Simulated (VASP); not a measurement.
Si, 2 atoms in the cell. Symmetry: Fd-3m, No. 227, cubic system. Conventional cell: a = 5.470 Å, b = 5.470 Å, c = 5.470 Å, α = 90.00°, β = 90.00°, γ = 90.00°. Within 3.1 Å of Si (site symmetry -43m) lie 4 Si at 2.37 Å. 

- Program: VASP 6.6.1
- Task: single point
- Functional: PBE
- Potentials or basis: VASP PAW PBE potentials, release 64 (Si)
- Cutoff: 500 eV
- k mesh: 8 × 8 × 8
- Occupations: gaussian, width 0.02 eV
- Spin: no spin polarisation
- Dipole correction: no
- Further INCAR settings: ALGO = Normal; EDIFF = 1e-06; NBANDS = 11

Potentials or basis: VASP PAW PBE potentials, release 64 (Si).

Launch:

```bash
$ cat potpaw_PBE.64/Si/POTCAR > POTCAR
$ mpirun -np 1 vasp_std > vasp.out
```

Hardware: 1 thread of AMD EPYC 9R45 96-Core Processor (Zen 5), with other jobs on the host.

Question: How long does it take, and how much memory?

Answer: Run time: 5.8 s on 1 thread of AMD EPYC 9R45 96-Core Processor (Zen 5), with other jobs on the host, peak memory 0.12 GiB. Counts: scf iterations 11, k points 29.
